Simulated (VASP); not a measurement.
A run of VASP 6.6.1:

The input INCAR:

```
ALGO = Normal ; EDIFF = 1E-6
ENCUT = 520 ; GGA = PS
ISIF = 2 ; ISMEAR = -1
IVDW = 12 ; LASPH = T
LCHARG = T ; LELF = T
LREAL = F ; LVHAR = T
LWAVE = F ; NBANDS = 8
NELM = 80 ; PREC = Accurate
SIGMA = 0.05
```

KPOINTS

```
k-points
0
Gamma
  10 10 10
```

The input POSCAR:

```
Sb
1.0
   -1.8404167558      1.8404167558      1.8404167558
    1.8404167558     -1.8404167558      1.8404167558
    1.8404167558      1.8404167558     -1.8404167558
Sb
1
Direct
    0.0000000000      0.0000000000      0.0000000000
```

Potentials or basis: VASP PAW PBE potentials, release 64 (Sb).

The run is started by

```bash
$ cat potpaw_PBE.64/Sb/POTCAR > POTCAR
$ mpirun -np 1 vasp_std > vasp.out
```

Hardware: 1 thread of Intel(R) Xeon(R) Platinum 8488C (Sapphire Rapids), on a shared host.

Problem. How long does it take, and how much memory?

Solution. It took 6.7 s on 1 thread of Intel(R) Xeon(R) Platinum 8488C (Sapphire Rapids) (shared host), peak memory 0.15 GiB. Counts: scf iterations 9, k points 47.
